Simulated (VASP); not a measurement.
Input of a VASP 6.6.1 run:

File INCAR:

```
  PREC = Accurate
  ENCUT = 520
  EDIFF = 1E-6
  ISMEAR = 0
  SIGMA = 0.15
  LREAL = F
  LASPH = T
  NELM = 60
  ALGO = Normal
  ISIF = 2
  LWAVE = F
  LCHARG = F
  GGA = PS
  NBANDS = 14
```

KPOINTS

```
Automatic mesh
0
Gamma
  16 16 16
```

POSCAR

```
HfN
1.0
    0.0000000000      2.4548220000      2.4548220000
    2.4548220000      0.0000000000      2.4548220000
    2.4548220000      2.4548220000      0.0000000000
Hf N
1 1
Direct
    0.0178220661      0.0178220661     -0.0178220661
    0.7500000000      0.7500000000      0.7500000000
```

Potentials or basis: VASP PAW PBE potentials, release 64 (Hf_pv, N).

Launch:

```bash
$ cat potpaw_PBE.64/Hf_pv/POTCAR potpaw_PBE.64/N/POTCAR > POTCAR
$ mpirun -np 1 vasp_std > vasp.out
```

Question: Estimate the largest force.

Answer: 1.005 eV/Å.

Question: Estimate the pressure.

Answer: -5.1 GPa.

Question: What does it give for the band gap on the k mesh?

Answer: Zero (an odd number of electrons rules out a gap without spin polarisation).

Forces on the atoms (eV/Å):
```
Hf   0.000  0.000 -1.005
N    0.000  0.000  1.005
```

Caveat: the cell differs from its parent crystal (all Hf atoms moved +0.087 Å, as atom 1 along Cartesian [0 0 1]); the cell stands under tension; the PAW data sets were made with another functional, which shifts forces and pressure a little; spin-orbit coupling is left out, which moves the levels of the heavy elements.
